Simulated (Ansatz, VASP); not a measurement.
# Two plane-wave programs on Re

```
Re
1.0
     2.77482    0.00000    0.00000
    -1.38741    2.40307    0.00000
     0.00000    0.00000   26.21056
Re
6
Direct
  0.66667 0.33333 0.28958
  0.33333 0.66667 0.36968
  0.66667 0.33333 0.45873
  0.33333 0.66667 0.54127
  0.66667 0.33333 0.63032
  0.33333 0.66667 0.71042
```

Alike in both runs: functional PBE; k mesh 15 × 15 × 1; occupations gaussian, width 0.1 eV; no spin polarisation.

Ansatz relaxed the structure, and its values are those at the end. VASP's run is a single point on that final structure, the one shown.

```csv
,VASP,Ansatz
version,VASP 6.6.1,Ansatz 0.2.0
potentials or method,"VASP PAW PBE potentials, release 64 (Re), cutoff 520 eV","scalar-relativistic, plane waves, PAW"
valence electrons in the cell,42,90
```

```tsv
	VASP	Ansatz	Ansatz less VASP
gap on the k mesh at the Fermi level (eV)	none	none	-
rms of the force components (eV/Å)	0.033	0.005	-0.0278
```

A gap of «none» marks a metal or a gap that the smearing closes. VASP's potentials hold 42 valence electrons a cell and Ansatz's 90, so a difference there can come from the potentials and not from the codes.

Spin-orbit coupling is off throughout.
